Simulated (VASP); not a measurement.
Input of a VASP 6.6.1 run:

INCAR

```
SYSTEM = NaMo3
  PREC = Accurate
  ENCUT = 520
  EDIFF = 1E-7
  ISMEAR = 0
  SIGMA = 0.1
  LREAL = .False.
  LASPH = .True.
  NELM = 60
  ALGO = Fast
  ISIF = 2
  LWAVE = .False.
  LCHARG = .False.
  GGA = PE
  NBANDS = 32
```

The input KPOINTS:

```
regular mesh
0
Gamma
  4 4 4
  0 0 0
```

Contents of POSCAR:

```
NaMo3
1.0
    4.0368214664      0.0000000000      0.0000000000
    0.0000000000      4.0368214664      0.0000000000
    0.0000000000      0.0000000000      4.0368214664
Na Mo
1 3
Direct
    0.0000000000      0.0000000000      0.0000000000
    0.0000000000      0.5000000000      0.5000000000
    0.5000000000      0.0000000000      0.5000000000
    0.5000000000      0.5000000000      0.0000000000
```

Potentials or basis: VASP PAW PBE potentials, release 64 (Na_pv, Mo_sv).

Command:

```bash
$ cat potpaw_PBE.64/Na_pv/POTCAR potpaw_PBE.64/Mo_sv/POTCAR > POTCAR
$ mpirun -np 1 vasp_std > vasp.out
```

Predict the pressure.

0.3 GPa.

Caveat: the k points lie up to 0.39 Å⁻¹ apart.
